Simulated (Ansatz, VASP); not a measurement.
## One calculation of AlN, two programs

Contents of POSCAR:

```
AlN
1.0
    0.0000000000      2.1839935596      2.1839935596
    2.1839935596      0.0000000000      2.1839935596
    2.1839935596      2.1839935596      0.0000000000
Al N
1 1
Direct
    0.0000000000      0.0000000000      0.0000000000
    0.2500000000      0.2500000000      0.2500000000
```

Contents of INCAR.step1:

```
  ALGO = Normal
  EDIFF = 1E-5
  ENCUT = 520
  GGA = PE
  ISIF = 2
  ISMEAR = -1
  LASPH = True
  LCHARG = False
  LREAL = False
  LWAVE = True
  NBANDS = 11
  NELM = 100
  PREC = Accurate
  SIGMA = 0.05
```

The input INCAR.step2:

```
  AEXX = 0.25
  ALGO = Normal
  EDIFF = 1E-6
  ENCUT = 520
  GGA = PE
  HFSCREEN = 0.2078699
  ISIF = 2
  ISMEAR = -1
  ISTART = 1
  LASPH = True
  LCHARG = False
  LHFCALC = True
  LREAL = False
  LWAVE = False
  NBANDS = 11
  NELM = 100
  PREC = Accurate
  PRECFOCK = Normal
  SIGMA = 0.05
```

The input KPOINTS:

```
k-points
0
Gamma
  6 6 6
```

File input.yaml:

```yaml
crystal:
  lattice:
    - [0.0, 2.1839935596, 2.1839935596]
    - [2.1839935596, 0.0, 2.1839935596]
    - [2.1839935596, 2.1839935596, 0.0]
  atoms:
    - { symbol: Al, position: [0.0, 0.0, 0.0] }
    - { symbol: "N", position: [0.25, 0.25, 0.25] }
hamiltonian:
  xc:
    exchange: pbe
    correlation: pbe
    exx: { coeff: 0.25, omega: 0.2078699 }
  pseudopotentials: { kind: paw }
kpoints:
  mp_grid: { grid: [6, 6, 6] }
scf:
  occupations: { method: fermi_dirac, width: 0.05 }
output:
  forces: true
  stress: true
  eigenvalues: true
  write_density: true
  write_potential: true
  elf: true
  volumetric_format: npy
```

Alike in both runs: task single point; functional PBE-based screened hybrid; k mesh 6 × 6 × 6; occupations fermi-dirac, width 0.05 eV; no spin polarisation.

|  | VASP | Ansatz |
| --- | --- | --- |
| version | VASP 6.6.1 | Ansatz 0.2.0 |
| potentials or method | VASP PAW PBE potentials, release 64 (Al, N) | Ansatz PAW |
| plane-wave cutoff (eV) | 520 | 420 |
| valence electrons in the cell | 8 | 8 |

|  | VASP | Ansatz | Ansatz less VASP |
| --- | --- | --- | --- |
| gap on the k mesh at the Fermi level (eV) | 4.55 | 4.55 | 0.000 |
| least direct gap on the mesh (eV) | 5.55 | 5.56 | +0.009 |
| pressure (GPa) | -0.6 | -0.4 | +0.16 |

VASP's potentials were made for PBE, not for PBE-based screened hybrid. With one functional, cell and mesh, what is left measures potentials, basis and numerics.
